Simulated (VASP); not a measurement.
Wanted: the native input for a VASP 6.6.1 run.

* Task: single point
* Functional: PBEsol
* Potentials or basis: VASP PAW PBE potentials, release 64 (Ba_sv)
* Cutoff: 520 eV
* k mesh: 7 × 7 × 7
* Occupations: gaussian, width 0.1 eV
* Spin: no spin polarisation
* Dipole correction: no
* Further INCAR settings: ALGO = Normal; EDIFF = 1e-06; NBANDS = 11

The structure of Ba lies in POSCAR:

```
Ba
1.0
   -2.4437702552      2.4437702552      2.4437702552
    2.4437702552     -2.4437702552      2.4437702552
    2.4437702552      2.4437702552     -2.4437702552
Ba
1
Direct
    0.0000000000      0.0000000000      0.0000000000
```

One way to write it, as run:

INCAR

```
PREC = Accurate
ENCUT = 520
EDIFF = 1E-6
ISMEAR = 0
SIGMA = 0.1
LREAL = F
LASPH = T
NELM = 80
ALGO = Normal
ISIF = 2
LWAVE = F
LCHARG = F
GGA = PS
NBANDS = 11
```

KPOINTS

```
Automatic mesh
0
Gamma
  7 7 7
```

Potentials or basis: VASP PAW PBE potentials, release 64 (Ba_sv).

Command:

```bash
$ cat potpaw_PBE.64/Ba_sv/POTCAR > POTCAR
$ mpirun -np 1 vasp_std > vasp.out
```

Results of the run:

```json
{
  "Pressure": "0.1 GPa",
  "Band gap on the k mesh": "zero (band 5 reaches 2.07 eV, above the bottom of band 6 at 1.29 eV)"
}
```

Caveat: the PAW data sets were made with another functional, which shifts forces and pressure a little; spin-orbit coupling is left out, which moves the levels of the heavy elements.

It took 4.9 s on 1 thread of AMD EPYC 9R45 96-Core Processor (Zen 5), on a shared host, peak memory 0.14 GiB.
